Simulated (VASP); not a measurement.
Write the native input for VASP 6.6.1 that does the following.

| Property | Result |
| --- | --- |
| Task | relaxation of cell and atoms |
| Functional | PBE |
| Potentials or basis | VASP PAW PBE potentials, release 64 (Mn_pv, O) |
| Cutoff | 600 eV |
| k mesh | 6 × 6 × 6 |
| Occupations | gaussian, width 0.1 eV |
| Spin | collinear spin, ferromagnetic start |
| Starting moments | [4.0, 0.0] μB |
| Dipole correction | no |
| Further INCAR settings | ALGO = Normal; EDIFF = 1e-06; IBRION = 2; EDIFFG = -0.04; NSW = 90; ISIF = 3 |

The structure of MnO lies in POSCAR:

```
MnO
1.0
    0.0000000000      2.2143692200      2.2143692200
    2.2143692200      0.0000000000      2.2143692200
    2.2143692200      2.2143692200      0.0000000000
Mn O
1 1
Direct
    0.2500000000      0.2500000000      0.2500000000
    0.5000000000      0.5000000000      0.5000000000
```

The input as run:

INCAR

```
SYSTEM = MnO
PREC = Accurate
ENCUT = 600
EDIFF = 1E-6
ISMEAR = 0
SIGMA = 0.1
LREAL = .FALSE.
LASPH = .TRUE.
NELM = 150
ALGO = Normal
ISIF = 3
LWAVE = .FALSE.
LCHARG = .FALSE.
ISPIN = 2
MAGMOM = 4 0
LORBIT = 11
LMAXMIX = 4
GGA = PE
IBRION = 2
NSW = 90
EDIFFG = -0.04
```

KPOINTS

```
Automatic mesh
0
G
  6 6 6
  0 0 0
```

Potentials or basis: VASP PAW PBE potentials, release 64 (Mn_pv, O).

Launch:

```bash
$ cat potpaw_PBE.64/Mn_pv/POTCAR potpaw_PBE.64/O/POTCAR > POTCAR
$ mpirun -np 1 vasp_std > vasp.out
```

Results of the run:

```yaml
Relaxed_volume: 10.20 Å³/atom
Relaxed_cell: a = 3.067 Å, b = 3.067 Å, c = 3.067 Å, α = 60.00°, β = 60.00°, γ = 60.00°
Space_group_after_relaxing_to_0.05_Å: F-43m (No. 216)
Energy_gained_by_relaxing: -135.2 meV/atom
Ionic_steps: 21
Pressure_after_relaxing: 0.0 GPa
Net_moment: -0.43 μB per cell
Site_moments: Mn -0.40; O -0.01 μB
Valence_electrons_inside_the_program's_atomic_spheres: Mn 11.88; O 5.04
```

Caveat: the k points lie up to 0.42 Å⁻¹ apart in the final cell; the moment fell far below its start of 4 μB, so a state of higher moment may lie lower in energy; a cell with one magnetic atom can't hold antiferromagnetic order, which such compounds often take.

It took 10 min on 1 thread of AMD EPYC 7R13, with other jobs on the host, peak memory 0.16 GiB.
